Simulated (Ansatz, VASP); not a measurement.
**Ba4Te3 in VASP and in Ansatz**

```
Ba Te
1.0
     6.24715    0.00000    0.00000
     0.00000    6.24715    0.00000
     0.00000    0.00000    6.24715
Ba Te
4 3
Direct
  0.50000 0.50000 0.50000
  0.00000 0.50000 0.50000
  0.50000 0.00000 0.50000
  0.50000 0.50000 0.00000
  0.50000 0.00000 0.00000
  0.00000 0.50000 0.00000
  0.00000 0.00000 0.50000
```

Alike in both runs: task relaxation of cell and atoms; functional PBE; k mesh 4 × 4 × 4; occupations gaussian, width 0.1 eV; no spin polarisation.

|  | VASP | Ansatz |
| --- | --- | --- |
| version | VASP 6.6.1 | Ansatz 0.2.0 |
| potentials or method | VASP PAW PBE potentials, release 64 (Ba_sv, Te), cutoff 600 eV | scalar-relativistic, plane waves, PAW |
| valence electrons in the cell | 58 | 88 |

|  | VASP | Ansatz | Ansatz less VASP |
| --- | --- | --- | --- |
| gap on the k mesh at the Fermi level, each at its own relaxed structure (eV) | none | none | - |
| relaxed volume (Å³/atom) | 50.25 | 49.19 | -1.057 |
| relaxed length of the cell vector where the two differ most in proportion (Å) | 7.059 | 7.009 | -0.0498 |

A gap of «none» marks a metal or a gap that the smearing closes. VASP's potentials hold 58 valence electrons a cell and Ansatz's 88, so a difference there can come from the potentials and not from the codes.

Neither program's run includes spin-orbit coupling. Noted on VASP's run: the volume moved by over 15 % at a fixed basis, so the end points are rough; too few bands were computed for a metal, which touches its energy and stress.
